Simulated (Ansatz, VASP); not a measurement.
## Two plane-wave programs on C

Contents of INCAR:

```
  PREC = Accurate
  ENCUT = 520
  EDIFF = 1E-6
  ISMEAR = 0
  SIGMA = 0.15
  LREAL = F
  LASPH = T
  NELM = 80
  ALGO = Normal
  ISIF = 2
  LWAVE = F
  LCHARG = F
  GGA = PE
  IVDW = 12
  NBANDS = 16
```

File KPOINTS:

```
Automatic mesh
0
Gamma
  18 18 6
```

The input POSCAR:

```
C
1.0
    2.4649495834     -0.2464949583      0.0000000000
   -1.4459456875      2.2579564375      0.0000000000
    0.0000000000      0.0000000000      6.7410272571
C
4
Direct
    0.0000000000      0.0000000000      0.0025000000
    0.0000000000      0.0000000000      0.5025000000
    0.3333333333      0.6666666667      0.0025000000
    0.6666666667      0.3333333333      0.5025000000
```

Input for Ansatz:

```yaml
crystal:
  lattice:
    - [2.4649495834, -0.2464949583, 0.0]
    - [-1.4459456875, 2.2579564375, 0.0]
    - [0.0, 0.0, 6.7410272571]
  atoms:
    - { symbol: C, position: [0.0, 0.0, 0.0025] }
    - { symbol: C, position: [0.0, 0.0, 0.5025] }
    - { symbol: C, position: [0.3333333333, 0.6666666667, 0.0025] }
    - { symbol: C, position: [0.6666666667, 0.3333333333, 0.5025] }
basis:
  ecutwfc: 520.0
kpoints:
  mp_grid: { grid: [18, 18, 6] }
hamiltonian:
  xc: pbe
  pseudopotentials: { kind: paw, azcp: { folder: soft_1 } }
  dispersion: d3bj
scf:
  occupations: { method: gaussian, width: 0.15 }
output:
  forces: true
  stress: true
  eigenvalues: true
```

Change from the starting cell: engineering shear strain xy -0.2000, normal strain along z +0.0000.

Alike in both runs: task single point; functional PBE; dispersion D3(BJ); k mesh 18 × 18 × 6; occupations gaussian, width 0.15 eV; no spin polarisation.

|  | VASP | Ansatz |
| --- | --- | --- |
| version | VASP 6.6.1 | Ansatz 0.2.0 |
| potentials or method | VASP PAW PBE potentials, release 64 (C), cutoff 520 eV | scalar-relativistic, plane waves, PAW |
| valence electrons in the cell | 16 | 16 |

Ansatz gave:

```
gap on the k mesh at the Fermi level (eV)                     : 0.29
least direct gap on the mesh (eV)                             : 0.29
pressure (GPa)                                                : 16.3
traceless stress, the component that is largest in VASP (GPa) : 93.65
rms of the force components (eV/Å)                            : 1.646
```

Question: Which values does VASP return?

Answer: gap on the k mesh at the Fermi level (eV): 0.29; least direct gap on the mesh (eV): 0.29; pressure (GPa): 16.7; traceless stress, the component that is largest in VASP (GPa): 93.91; rms of the force components (eV/Å): 1.667.

Atom by atom the forces differ by 0.025 eV/Å (rms over components).
